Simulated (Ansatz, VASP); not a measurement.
**LiH: VASP beside Ansatz**

```
Li H
1.0
     3.07407    0.00000    0.00000
    -1.53703    2.66222    0.00000
     0.00000    0.00000   25.32719
Li H
1 1
Direct
  0.33333 0.66667 0.29614
  0.00000 0.00000 0.29611
```

Alike in both runs: functional PBE; k mesh 6 × 6 × 1; occupations gaussian, width 0.1 eV; no spin polarisation.

Ansatz relaxed the structure, and its values are those at the end. VASP's run is a single point on that final structure, the one shown.

```csv
,VASP,Ansatz
version,VASP 6.6.1,Ansatz 0.2.0
potentials or method,"VASP PAW PBE potentials, release 64 (Li_sv, H), cutoff 650 eV","scalar-relativistic, plane waves, PAW"
valence electrons in the cell,4,4
```

```tsv
	VASP	Ansatz	Ansatz less VASP
gap on the k mesh at the Fermi level (eV)	3.47	3.47	0.000
least direct gap on the mesh (eV)	5.36	5.36	+0.002
```

Ansatz's warnings: slab cell height set.
